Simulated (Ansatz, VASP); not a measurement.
Te, level by level in two programs

```xyz
3
Lattice="4.4540 0.0000 0.0000 -2.2270 3.8573 0.0000 0.0000 0.0000 5.9240" Properties=species:S:1:pos:R:3 pbc="T T T"
Te    1.6279    2.8197    0.0000
Te   -0.5991    1.0376    3.9493
Te    1.1981    0.0000    1.9747
```

Single points on this cell with VASP 6.6.1 and Ansatz 0.2.0. Each row is one pair of runs. Alike in all rows: spin: off; smearing: fermi-dirac, width 0.05 eV; Ansatz's potentials, cutoff: Ansatz PAW, 420 eV.

| level | k mesh | VASP's potentials, cutoff | gap on the k mesh at the Fermi level (eV), VASP | gap on the k mesh at the Fermi level (eV), Ansatz | least direct gap on the mesh (eV), VASP | least direct gap on the mesh (eV), Ansatz | pressure (GPa), VASP | pressure (GPa), Ansatz |
| --- | --- | --- | --- | --- | --- | --- | --- | --- |
| LDA | 7 × 7 × 5 | VASP PAW LDA potentials, release 64 (Te), 520 eV | 0.57 | 0.58 | 0.74 | 0.75 | -1.8 | -2.0 |
| PBE-based screened hybrid | 4 × 4 × 3 | VASP PAW PBE potentials, release 64 (Te), 520 eV | ? | 1.50 | ? | 1.71 | ? | -0.8 |
| RPBE+D4 | 7 × 7 × 5 | VASP PAW PBE potentials, release 64 (Te), 520 eV | 0.66 | 0.67 | 0.81 | 0.82 | -1.9 | -1.8 |

**Question.** Fill in what VASP gave in row 2.

**Answer.** gap on the k mesh at the Fermi level (eV): 1.48; least direct gap on the mesh (eV): 1.69; pressure (GPa): -1.6.

VASP's potentials hold 18 valence electrons a cell and Ansatz's 48, so a difference there can come from the potentials and not from the codes.

Neither program's run includes spin-orbit coupling. Noted on Ansatz's runs: odd divisions of the mesh miss points on the zone boundary, where band edges often lie, so the gap on the mesh can be too wide.
